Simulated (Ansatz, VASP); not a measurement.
# Two plane-wave programs on C

```xyz
4
Lattice="2.5119 0.0000 0.0000 -1.2560 2.1754 0.0000 0.0000 0.0000 7.0567" Properties=species:S:1:pos:R:3 pbc="T T T"
C     0.0000    0.0000    0.0176
C     0.0000    0.0000    3.5460
C     0.0000    1.4502    0.0176
C     1.2560    0.7251    3.5460
```

Alike in both runs: task single point; functional PBEsol; dispersion D3(BJ); k mesh 21 × 21 × 8; occupations gaussian, width 0.15 eV; no spin polarisation.

|  | VASP | Ansatz |
| --- | --- | --- |
| version | VASP 6.6.1 | Ansatz 0.2.0 |
| potentials or method | VASP PAW PBE potentials, release 64 (C), cutoff 520 eV | scalar-relativistic, plane waves, PAW |
| valence electrons in the cell | 16 | 16 |

|  | VASP | Ansatz | Ansatz less VASP |
| --- | --- | --- | --- |
| gap on the k mesh at the Fermi level (eV) | none | none | - |
| pressure (GPa) | -16.1 | -16.7 | -0.63 |
| traceless stress, the component that is largest in VASP (GPa) | 14.57 | 15.26 | +0.691 |

VASP's potentials were made for PBE, not for PBEsol, and Ansatz warns of the same on its side. A gap of «none» marks a metal or a gap that the smearing closes.
